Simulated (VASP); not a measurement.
A run of VASP 6.6.1 is set up as follows.

Contents of INCAR:

```
SYSTEM = Fe2Cl
PREC = Accurate
ENCUT = 690
EDIFF = 1E-6
ISMEAR = 0
SIGMA = 0.1
LREAL = .False.
LASPH = .True.
NELM = 200
ALGO = Normal
ISIF = 2
LWAVE = .False.
LCHARG = .True.
ISPIN = 2
MAGMOM = 3.09 3.09 3.09 3.09 0 0
LORBIT = 11
LMAXMIX = 4
GGA = PE
LELF = .True.
LVHAR = .True.
NBANDS = 52
GGA_COMPAT = .False.
```

File KPOINTS:

```
Automatic mesh
0
Gamma
  4 4 4
  0 0 0
```

POSCAR

```
Fe2Cl
1.0
    4.1031445397      0.0000000000      0.0000000000
    0.0000000000      4.1031445397      0.0000000000
    0.0000000000      0.0000000000      5.2434447106
Fe Cl
4 2
Direct
    0.0000000000      0.5000000000      0.1639155135
    0.0000000000      0.5000000000      0.6639155135
    0.5000000000      0.0000000000      0.3360844865
    0.5000000000      0.0000000000      0.8360844865
    0.0000000000      0.0000000000      0.0000000000
    0.5000000000      0.5000000000      0.5000000000
```

Potentials or basis: VASP PAW PBE potentials, release 64 (Fe_sv, Cl).

Launch:

```bash
$ cat potpaw_PBE.64/Fe_sv/POTCAR potpaw_PBE.64/Cl/POTCAR > POTCAR
$ mpirun -np 1 vasp_std > vasp.out
```

(1) Estimate the site moments.

(2) Estimate the net moment.

(3) Predict the largest force.

Answers

(1) Fe +2.52; Cl +0.08 μB.

(2) 10.27 μB per cell.

(3) 0.033 eV/Å.

Caveat: the k points lie up to 0.38 Å⁻¹ apart; the run started ferromagnetic, and an antiferromagnetic order may lie lower in energy.
